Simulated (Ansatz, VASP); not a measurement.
SnO2: VASP beside Ansatz

```
Sn O
1.0
     1.59101    0.91857    4.95931
    -1.59101    0.91857    4.95931
     0.00000   -1.83714    4.95931
Sn O
1 2
Direct
  0.50000 0.50000 0.50000
  0.23717 0.23717 0.23717
  0.76283 0.76283 0.76283
```

Alike in both runs: task single point; functional r2SCAN; k mesh 12 × 12 × 12; occupations gaussian, width 0.05 eV; no spin polarisation.

|  | VASP | Ansatz |
| --- | --- | --- |
| version | VASP 6.6.1 | Ansatz 0.2.0 |
| potentials or method | VASP PAW PBE potentials, release 64 (Sn_d, O), cutoff 520 eV | scalar-relativistic, plane waves, PAW |
| valence electrons in the cell | 26 | 26 |

|  | VASP | Ansatz | Ansatz less VASP |
| --- | --- | --- | --- |
| gap on the k mesh at the Fermi level (eV) | 2.76 | 2.77 | +0.007 |
| least direct gap on the mesh (eV) | 2.92 | 2.92 | +0.004 |
| pressure (GPa) | -3.3 | -4.3 | -0.98 |
| traceless stress, the component that is largest in VASP (GPa) | -3.66 | -3.11 | +0.549 |
| rms of the force components (eV/Å) | 0.341 | 0.381 | +0.0398 |

VASP's potentials were made for PBE, not for r2SCAN. Atom by atom the forces differ by 0.040 eV/Å (rms over components).
